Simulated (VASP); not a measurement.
A run of VASP 6.6.1:

Contents of INCAR:

```
SYSTEM = PtSe2
PREC = Accurate
ENCUT = 520
EDIFF = 1E-6
ISMEAR = 0
SIGMA = 0.15
LREAL = .False.
LASPH = .True.
NELM = 60
ALGO = Normal
ISIF = 2
LWAVE = .False.
LCHARG = .False.
GGA = PE
NBANDS = 18
```

KPOINTS

```
Automatic mesh
0
Gamma
  12 12 10
  0 0 0
```

Contents of POSCAR:

```
PtSe2
1.0
    3.4260805562      0.0000000000      0.0000000000
   -1.7130402781      2.9670727971      0.0000000000
    0.0000000000      0.0000000000      4.6570400000
Pt Se
1 2
Direct
    0.0000000000      0.0000000000      0.0000000000
    0.3333333333      0.6666666667      0.2500000000
    0.6666666667      0.3333333333      0.7500000000
```

Potentials or basis: VASP PAW PBE potentials, release 64 (Pt, Se).

The run is started by

```console
$ cat potpaw_PBE.64/Pt/POTCAR potpaw_PBE.64/Se/POTCAR > POTCAR
$ mpirun -np 1 vasp_std > vasp.out
```

Hardware: 1 thread of AMD EPYC 9R45 (Zen 5), on a shared host.

Q: Estimate the wall time of this run.

A: Run time: 69 s on 1 thread of AMD EPYC 9R45 (Zen 5) (shared host), peak memory 0.24 GiB. Counts: scf iterations 13, k points 162.
